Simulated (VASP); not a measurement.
Set up this calculation in VASP 6.6.1, as the native input.

| Item | Value |
| --- | --- |
| Task | single point |
| Functional | r2SCAN |
| Potentials or basis | VASP PAW PBE potentials, release 64 (Si, C) |
| Cutoff | 520 eV |
| k mesh | 10 × 10 × 10 |
| Occupations | gaussian, width 0.01 eV |
| Spin | no spin polarisation |
| Dipole correction | no |
| Further INCAR settings | ALGO = Normal; EDIFF = 1e-07; NBANDS = 11 |

SiC:

```xyz
2
Lattice="2.1673 2.1673 0.0000 -2.1673 2.1673 0.0000 0.0000 2.1673 2.1847" Properties=species:S:1:pos:R:3 pbc="T T T"
Si    0.0000    0.0000    0.0000
C     1.0836    3.2509    1.0924
```

This cell differs from its parent crystal: in-plane strain -0.005.

The input as run:

POSCAR

```
SiC
1.0
    2.1672791796      2.1672791796      0.0000000000
   -2.1672791796      2.1672791796      0.0000000000
    0.0000000000      2.1672791796      2.1847045398
Si C
1 1
Direct
    0.0000000000      0.0000000000      0.0000000000
    0.7500000000      0.2500000000      0.5000000000
```

INCAR.step1

```
PREC     = Accurate       # precision mode
ENCUT    = 520            # plane-wave cutoff, eV
ISMEAR   = 0              # smearing method
SIGMA    = 0.01           # smearing width, eV
LREAL    = False          # projectors in reciprocal space
LASPH    = True           # aspherical terms in the spheres
NELM     = 80             # most SCF steps
NBANDS   = 11             # bands
GGA      = PE             # functional
ALGO     = Normal         # electronic algorithm
EDIFF    = 1E-4           # SCF threshold, eV
LWAVE    = True           # write WAVECAR
LCHARG   = False          # write CHGCAR
```

INCAR.step2

```
PREC     = Accurate       # precision mode
ENCUT    = 520            # plane-wave cutoff, eV
EDIFF    = 1E-7           # SCF threshold, eV
ISMEAR   = 0              # smearing method
SIGMA    = 0.01           # smearing width, eV
LREAL    = False          # projectors in reciprocal space
LASPH    = True           # aspherical terms in the spheres
NELM     = 80             # most SCF steps
ALGO     = Normal         # electronic algorithm
ISIF     = 2              # what is computed and relaxed
LWAVE    = False          # write WAVECAR
LCHARG   = False          # write CHGCAR
METAGGA  = R2SCAN         # meta-GGA
LMIXTAU  = True         
NBANDS   = 11             # bands
ISTART   = 1
```

KPOINTS

```
Automatic mesh
0
Gamma
  10 10 10
```

Potentials or basis: VASP PAW PBE potentials, release 64 (Si, C).

Command:

```console
$ cat potpaw_PBE.64/Si/POTCAR potpaw_PBE.64/C/POTCAR > POTCAR
$ cp INCAR.step1 INCAR
$ mpirun -np 1 vasp_std > vasp.out
$ cp INCAR.step2 INCAR
$ mpirun -np 1 vasp_std > vasp.out
```

It gave:

| Quantity | Value |
| --- | --- |
| Pressure | 1.4 GPa |
| Band gap on the k mesh | 1.68 eV (least direct gap 5.06 eV) |

Caveat: the cell differs from its parent crystal (in-plane strain -0.005); the PAW data sets were made with another functional, which shifts forces and pressure a little.

Run time: 120 s on 1 thread of Intel Xeon 8259CL, on a shared host, peak memory 0.15 GiB.
